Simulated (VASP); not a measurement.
A run of VASP 6.6.1:

File INCAR:

```
SYSTEM = Pt
  PREC = Accurate
  ENCUT = 520
  EDIFF = 1E-7
  ISMEAR = 0
  SIGMA = 0.1
  LREAL = .False.
  LASPH = .True.
  NELM = 60
  ALGO = Normal
  ISIF = 2
  LWAVE = .False.
  LCHARG = .False.
  GGA = PE
  NBANDS = 17
```

KPOINTS

```
Automatic mesh
0
Gamma
  18 18 10
  0 0 0
```

POSCAR

```
Pt
1.0
    2.7588687708      0.0000002872      0.0000000000
   -1.3794346341      2.3892502976      0.0000000000
    0.0000000000      0.0000000000      4.7800559305
Pt
2
Direct
    0.0000000000      0.0000000000      0.0000000000
    0.3333333333      0.6666666667      0.5000000000
```

Potentials or basis: VASP PAW PBE potentials, release 64 (Pt).

Run with:

```sh
$ cat potpaw_PBE.64/Pt/POTCAR > POTCAR
$ mpirun -np 1 vasp_std > vasp.out
```

Hardware: 1 thread of AMD EPYC 9R45 96-Core Processor (Zen 5), with other jobs on the host.

Problem. How long does it take, and how much memory?

Solution. It took 54 s on 1 thread of AMD EPYC 9R45 96-Core Processor (Zen 5), on a shared host, peak memory 0.2 GiB. Counts: scf iterations 13, k points 222.
